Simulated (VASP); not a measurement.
# CdS (I-4m2) in VASP: further runs

CdS is run at these levels: r2SCAN; tasks: dielectric tensor.

Program: VASP 6.6.1. These are calculated values, not measurements. Logs are shortened: lines on timing, memory, paths and dates and some standing lists are left out, and cuts for length are marked.

### Step 1. The cell of the first run

Symmetry: I-4m2, No. 119, tetragonal system. The conventional cell has a = 4.074 Å, b = 4.074 Å, c = 6.047 Å, α = 90.00°, β = 90.00°, γ = 90.00°. Within 3.3 Å of Cd (site symmetry -4m2) lie 4 S at 2.54 Å. S (site symmetry -4m2) has 4 Cd at 2.54 Å within 3.3 Å.

### Step 2. Dielectric tensor, r2SCAN (epitaxial xy strain -2.0%)

INCAR

```
  ALGO = Normal
  EDIFF = 1E-8
  ENCUT = 520
  ISIF = 2
  ISMEAR = 0
  LASPH = T
  LCALCEPS = T
  LCHARG = F
  LMIXTAU = T
  LREAL = F
  LWAVE = F
  METAGGA = R2SCAN
  NELM = 100
  PREC = Accurate
  SIGMA = 0.01
```

KPOINTS

```
k-points
0
Gamma
  6 6 6
```

POSCAR

```
CdS
1.0
    0.0000000000      2.8804305462      3.0234619263
    2.8804305462      0.0000000000      3.0234619263
    2.8804305462      2.8804305462      0.0000000000
Cd S
1 1
Direct
    0.0000000000      0.0000000000      0.0000000000
    0.2500000000      0.2500000000      0.2500000000
```

Potentials or basis: VASP PAW PBE potentials, release 64 (Cd, S).

Run with:

```
$ cat potpaw_PBE.64/Cd/POTCAR potpaw_PBE.64/S/POTCAR > POTCAR
$ mpirun -np 1 vasp_std > vasp.out
```

OUTCAR:

```text
EDIFF = 1E-8
   ENCUT = 520
   ISIF = 2
   ISMEAR = 0
   LASPH = T
   LREAL = F
   METAGGA = R2SCAN
   NELM = 100
   PREC = Accurate

 ion  position               nearest neighbor table
   1  0.000  0.000  0.000-   2 2.54   2 2.54   2 2.54   2 2.54
   2  0.250  0.250  0.250-   1 2.54   1 2.54   1 2.54   1 2.54

  LATTYP: Found a body centered tetragonal cell.
 ALAT       =     4.0735439439
 C/A-ratio  =     1.4844381050

  Lattice vectors:

 A1 = (  -2.8804305462,   0.0000000000,   3.0234619263)
 A2 = (   2.8804305462,   0.0000000000,   3.0234619263)
 A3 = (   0.0000000000,   2.8804305462,  -3.0234619263)

Analysis of symmetry for initial positions (statically):
=====================================================================
 Subroutine PRICEL returns:
 Original cell was already a primitive cell.

 Routine SETGRP: Setting up the symmetry group for a
 body centered tetragonal supercell.

 Subroutine GETGRP returns: Found  8 space group operations
 (whereof  8 operations were pure point group operations)
 out of a pool of 16 trial point group operations.

The static configuration has the point symmetry D_2d.

Analysis of symmetry for dynamics (positions and initial velocities):
=====================================================================
 Subroutine PRICEL returns:
 Original cell was already a primitive cell.

 Routine SETGRP: Setting up the symmetry group for a
 body centered tetragonal supercell.

 Subroutine GETGRP returns: Found  8 space group operations
 (whereof  8 operations were pure point group operations)
 out of a pool of 16 trial point group operations.

The dynamic configuration has the point symmetry D_2d.

 Subroutine INISYM returns: Found  8 space group operations
 (whereof  8 operations are pure point group operations),
 and found     1 'primitive' translations

----------------------------------------------------------------------------------------

                                     Primitive cell

  volume of cell :      50.1706

  direct lattice vectors                    reciprocal lattice vectors
     0.000000000  2.880430546  3.023461926    -0.173585161  0.173585161  0.165373341
     2.880430546  0.000000000  3.023461926     0.173585161 -0.173585161  0.165373341
     2.880430546  2.880430546  0.000000000     0.173585161  0.173585161 -0.165373341

  length of vectors
     4.175907345  4.175907345  4.073543944     0.295993172  0.295993172  0.295993172

  position of ions in fractional coordinates (direct lattice)
     0.000000000  0.000000000  0.000000000
     0.250000000  0.250000000  0.250000000

  ion indices of the primitive-cell ions
   primitive index   ion index
                 1           1
                 2           2

----------------------------------------------------------------------------------------

 KPOINTS: k-points

Automatic generation of k-mesh.
 Grid dimensions read from file:
 generate k-points for:    6    6    6

 Generating k-lattice:

  Cartesian coordinates                     Fractional coordinates (reciprocal lattice)
    -0.028930860  0.028930860  0.027562223     0.166666667  0.000000000  0.000000000
     0.028930860 -0.028930860  0.027562223     0.000000000  0.166666667  0.000000000
     0.028930860  0.028930860 -0.027562223     0.000000000  0.000000000  0.166666667

  Length of vectors
     0.049332195  0.049332195  0.049332195

  Shift w.r.t. Gamma in fractional coordinates (k-lattice)
     0.000000000  0.000000000  0.000000000

 Subroutine IBZKPT returns following result:
 ===========================================

 Found     30 irreducible k-points:

 Following reciprocal coordinates:
            Coordinates               Weight
  0.000000  0.000000  0.000000      1.000000
  0.166667 -0.000000  0.000000      8.000000
  0.333333  0.000000  0.000000      8.000000
  0.500000 -0.000000  0.000000      4.000000
  0.166667  0.166667  0.000000      2.000000
  0.333333  0.166667  0.000000      8.000000
[... 16 lines left out ...]
  0.333333  0.000000  0.333333      4.000000
  0.500000  0.000000  0.333333     16.000000
 [... further k-points ...]
   k-points           NKPTS =     30   k-points in BZ     NKDIM =     30   number of bands    NBANDS=     13
   number of dos      NEDOS =    301   number of ions     NIONS =      2
   total plane-waves  NPLWV =  30720
   dimension x,y,z NGX =    32 NGY =   32 NGZ =   30
   dimension x,y,z NGXF=    64 NGYF=   64 NGZF=   60
   ions per type =               1   1
   NGX,Y,Z   is equivalent  to a cutoff of  12.74, 12.74, 12.24 a.u.
   NGXF,Y,Z  is equivalent  to a cutoff of  25.48, 25.48, 24.49 a.u.
 SYSTEM =  unknown system
   PREC   = accura    normal or accurate (medium, high low for compatibility)
   ISTART =      0    job   : 0-new  1-cont  2-samecut
   ICHARG =      2    charge: 1-file 2-atom 10-const
   ISPIN  =      1    spin polarized calculation?
   LNONCOLLINEAR =      F non collinear calculations
   LSORBIT =      F    spin-orbit coupling
   LASPH  =      T    aspherical Exc in radial PAW
   ENCUT  =  520.0 eV  38.22 Ry    6.18 a.u.   7.76  7.76  7.57*2*pi/ulx,y,z
   NELM   =    100;   NELMIN=  2; NELMDL= -5     # of ELM steps
   EDIFF  = 0.1E-07   stopping-criterion for ELM
   LREAL  =      F    real-space projection
   EDIFFG = 0.1E-06   stopping-criterion for IOM
   NSW    =      0    number of steps for IOM
   IBRION =     -1    ionic relax: 0-MD 1-quasi-New 2-CG
   NFREE  =      0    steps in history (QN), initial steepest desc. (CG)
   ISIF   =      2    stress and relaxation
   ISYM   =      2    0-nonsym 1-usesym 2-fastsym
   POTIM  = 0.5000    time-step for ionic-motion
   TEBEG  =    0.0;   TEEND  =   0.0 temperature during run
   PSTRESS=    0.0 pullay stress
   NELECT =      18.0000    total number of electrons
   NUPDOWN=      -1.0000    fix difference up-down
   EMIN   =  10.00;   EMAX   =-10.00  energy-range for DOS
   EFERMI =   0.00;   METHOD = LEGACY
   ISMEAR =     0;   SIGMA  =   0.01  broadening in eV -4-tet -1-fermi 0-gaus
   EFERMI_NEDOS =   21; number of points for ismear=-14 and -15
   IALGO  =     38    algorithm
   IMIX   =      4    mixing-type and parameters
     AMIX     =   0.40;   BMIX     =  1.00
     AMIX_MAG =   1.60;   BMIX_MAG =  1.00
  volume/ion in A,a.u.               =      25.09       169.28
  Fermi-wavevector in a.u.,A,eV,Ry     =   1.163275  2.198272 18.411537  1.353210
  Thomas-Fermi vector in A             =   2.299827
   LORBIT       =      0    0 simple, 1 ext, 2 COOP (PROOUT), +10 PAW based schemes
   METAGGA = R2SCAN    functional components
   LHFCALC =     F    Hartree Fock is set to
   AEXX    =    0.0000 exact exchange contribution
   IVDW    =     0    specifies the selected vdW correction
   LEPSILON=     F    determine dielectric tensor
   LRPA    =     F    only Hartree local field effects (RPA)
   LRPA       =     F
 non-spin polarized calculation
 Gauss-broadening in eV      SIGMA  =   0.01
  energy-cutoff  :      520.00
  volume of cell :       50.17
 maximum number of plane-waves:      1379
   NGX = 15   NGY = 15   NGZ = 15

 number of electron      18.0000000 magnetization

 Free energy of the ion-electron system (eV)
  ---------------------------------------------------
  ext. energy  EPLUGINS =         0.00000000
  ---------------------------------------------------
  free energy    TOTEN  =       -29.67714448 eV

  energy without entropy =      -29.67714448  energy(sigma->0) =      -29.67714448

 E-fermi :   1.0480     XC(G=0):  -9.6799

 val. band max:        1.0061866613   @ k =   0.0000   0.0000   0.0000
 cond. band min:   10000.0000000000   @ k =   0.0000   0.0000   0.0000
 fundamental gap:   9998.9938133387
 Fermi energy:         1.0479529203

 k-point     1 :       0.0000    0.0000    0.0000
  band No.  band energies     occupation
      1     -11.8450      2.00000
      2      -6.9922      2.00000
      3      -6.9607      2.00000
      4      -6.9597      2.00000
      5      -6.4846      2.00000
      6      -6.4692      2.00000
      7       0.8454      2.00000
      8       1.0057      2.00000
      9       1.0062      2.00000
     10   10000.0000      0.00000
     11   10000.0000      0.00000
     12   10000.0000      0.00000
     13   10000.0000      0.00000

 k-point     2 :       0.1667   -0.0000    0.0000
  band No.  band energies     occupation
      1     -11.7401      2.00000
      2      -6.9464      2.00000
      3      -6.9209      2.00000
      4      -6.8640      2.00000
      5      -6.4810      2.00000
      6      -6.4731      2.00000
      7      -0.5141      2.00000
      8       0.6857      2.00000
      9       0.8159      2.00000
     10   10000.0000      0.00000
     11   10000.0000      0.00000
     12   10000.0000      0.00000
     13   10000.0000      0.00000

 k-point     3 :       0.3333    0.0000    0.0000
  band No.  band energies     occupation
      1     -11.5292      2.00000
      2      -6.8840      2.00000
      3      -6.8546      2.00000
      4      -6.5010      2.00000
      5      -6.4654      2.00000
      6      -6.4408      2.00000
      7      -2.4360      2.00000
      8       0.2885      2.00000
      9       0.4698      2.00000
     10   10000.0000      0.00000
     11   10000.0000      0.00000
     12   10000.0000      0.00000
     13   10000.0000      0.00000
[... 305 lines left out ...]
 k-point    23 :       0.3333    0.0000    0.3333
  band No.  band energies     occupation
      1     -11.4209      2.00000
      2      -6.7464      2.00000
      3      -6.7346      2.00000
      4      -6.6976      2.00000
      5      -6.4177      2.00000
      6      -6.3337      2.00000
      7      -2.0291      2.00000
      8      -0.6121      2.00000
      9      -0.5047      2.00000
     10   10000.0000      0.00000
     11   10000.0000      0.00000
     12   10000.0000      0.00000
     13   10000.0000      0.00000

 k-point    24 :       0.5000    0.0000    0.3333
  band No.  band energies     occupation
      1     -11.3209      2.00000
      2      -6.7574      2.00000
      3      -6.6763      2.00000
      4      -6.6143      2.00000
      5      -6.4106      2.00000
      6      -6.0270      2.00000
      7      -2.7374      2.00000
      8      -1.1811      2.00000
      9      -0.7194      2.00000
     10   10000.0000      0.00000
     11   10000.0000      0.00000
     12   10000.0000      0.00000
     13   10000.0000      0.00000

 [... further k-points ...]

------------------------ aborting loop because EDIFF is reached ----------------------------------------

            Ionic dipole moment: p[ion]=(     8.64129     8.64129     9.07039 ) |e| Angst

 Total electronic dipole moment: p[elc]=(     0.00648     0.00648     0.01927 ) |e| Angst

 MACROSCOPIC STATIC DIELECTRIC TENSOR (including local field effects)
 ------------------------------------------------------
           5.347265     0.000000     0.000000
           0.000000     5.347265     0.000000
           0.000000     0.000000     5.501454
 ------------------------------------------------------

 PIEZOELECTRIC TENSOR (including local field effects) (e Angst)
          XX          YY          ZZ          XY          YZ          ZX
  --------------------------------------------------------------------------------
  x    -0.00000     0.00000    -0.00000     0.00000    -1.91982     0.00000
  y     0.00000    -0.00000    -0.00000     0.00000     0.00000    -1.91982
  z     0.00000     0.00000     0.00000    -1.80325     0.00000     0.00000

 PIEZOELECTRIC TENSOR (including local field effects) (C/m^2)
          XX          YY          ZZ          XY          YZ          ZX
  --------------------------------------------------------------------------------
  x    -0.00000     0.00000    -0.00000     0.00000    -0.61309     0.00000
  y     0.00000    -0.00000    -0.00000     0.00000     0.00000    -0.61309
  z     0.00000     0.00000     0.00000    -0.57586     0.00000     0.00000

 BORN EFFECTIVE CHARGES (including local field effects) (in |e|, cummulative output)
 ---------------------------------------------------------------------------------
 ion    1
    1     2.14613     0.00000    -0.00000
    2     0.00000     2.14613    -0.00000
    3     0.00000     0.00000     2.24585
 ion    2
    1    -2.14613     0.00000     0.00000
    2     0.00000    -2.14613     0.00000
    3     0.00000     0.00000    -2.24585

  FORCE on cell =-STRESS in cart. coord.  units (eV):
  Direction    XX          YY          ZZ          XY          YZ          ZX
  --------------------------------------------------------------------------------------
  -------------------------------------------------------------------------------------
  Total        0.4110091      0.4110091      0.1098985      0.0000000     -0.0000000     -0.0000000
  in kB       13.1254044     13.1254044      3.5095642      0.0000000     -0.0000000     -0.0000000
  external PRESSURE =       9.9201244 kB  Pullay stress =       0.0000000 kB

 VOLUME and BASIS-vectors are now :
 -----------------------------------------------------------------------------
  energy-cutoff  :      520.00
  volume of cell :       50.17
      direct lattice vectors                 reciprocal lattice vectors
     0.000000000  2.880430546  3.023461926    -0.173585161  0.173585161  0.165373341
     2.880430546  0.000000000  3.023461926     0.173585161 -0.173585161  0.165373341
     2.880430546  2.880430546  0.000000000     0.173585161  0.173585161 -0.165373341

 POSITION                                       TOTAL-FORCE (eV/Angst)
 -----------------------------------------------------------------------------------
      0.00000      0.00000      0.00000        -0.000000      0.000000      0.000000
      1.44022      1.44022      1.51173         0.000000     -0.000000     -0.000000
 -----------------------------------------------------------------------------------
    total drift:                               -0.000055     -0.000055     -0.000055

  FREE ENERGIE OF THE ION-ELECTRON SYSTEM (eV)
  ---------------------------------------------------
  free  energy   TOTEN  =       -29.6771444775 eV

  energy  without entropy=      -29.6771444775  energy(sigma->0) =      -29.67714448
```

Wall time 28 min (1 thread of Intel Xeon Platinum 8375C at 2.90GHz (Ice Lake), shared host); peak memory 0.43 GiB.

Results:

| Item | Value |
| --- | --- |
| Band gap on the k mesh | 1.51 eV |
| Electronic dielectric tensor (diagonal) | 5.35, 5.35, 5.50 |
| Born charges (mean of the diagonal) | Cd +2.18; S -2.18 e |

Electronic dielectric tensor:
```
5.35 0.00 0.00
0.00 5.35 0.00
0.00 0.00 5.50
```

Born effective charge tensors (e):
atom 1, Cd
```
2.15 0.00 0.00
0.00 2.15 0.00
0.00 0.00 2.25
```
atom 2, S
```
-2.15  0.00  0.00
 0.00 -2.15  0.00
 0.00  0.00 -2.25
```

Dipole moments of the cell (e·Å, modulo the quantum): ionic 8.641, 8.641, 9.070; electronic 0.006, 0.006, 0.019

Caveat: the cell differs from its parent crystal (epitaxial xy strain -2.0%); the structure was generated, so it needn't be the stable form of CdS; the PAW data sets were made with another functional, which shifts forces and pressure a little.

(Part 1 of 2 ends here.)

The gap in the log of VASP goes by the Fermi energy; the results here count the filled bands.